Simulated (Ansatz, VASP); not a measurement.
**One calculation of MnO, two programs**

```
CELL_PARAMETERS angstrom
2.67986 0.00000 0.00000
-1.33993 2.32083 0.00000
0.00000 0.00000 2.89425
ATOMIC_POSITIONS crystal
Mn 0.00000 0.00000 0.00000
O 0.33333 0.66667 0.50000
```

Change from the starting cell: ordered vacancies on the anion sites of aluminium diboride (P-6m2, No. 187).

Alike in both runs: task relaxation of cell and atoms; functional PBE; k mesh 6 × 6 × 6; occupations gaussian, width 0.1 eV; collinear spin.

```csv
,VASP,Ansatz
version,VASP 6.6.1,Ansatz 0.2.0
potentials or method,"VASP PAW PBE potentials, release 64 (Mn_pv, O), cutoff 600 eV","scalar-relativistic, plane waves, PAW"
valence electrons in the cell,19,21
```

|  | VASP | Ansatz | Ansatz less VASP |
| --- | --- | --- | --- |
| gap on the k mesh at the Fermi level, each at its own relaxed structure (eV) | none | none | - |
| net moment per atom (μB) | 2.42 | 2.42 | 0.000 |
| size of the moment on the site where the two differ most (μB) | 4.34 | 4.06 | -0.278 |
| relaxed volume (Å³/atom) | 11.13 | 11.14 | +0.013 |
| relaxed cell length with the largest relative difference (Å) | 3.030 | 3.032 | +0.0018 |

Site moments also hang on the region over which each program counts them. A gap of «none» marks a metal or a gap that the smearing closes. VASP's potentials hold 19 valence electrons a cell and Ansatz's 21, so a difference there can come from the potentials and not from the codes. Ansatz's warnings: cell relax basis refresh.

The k mesh is coarse, so the values compare programs but aren't converged. Noted on VASP's run: the volume moved by over 15 % at a fixed basis, so the end points are rough.
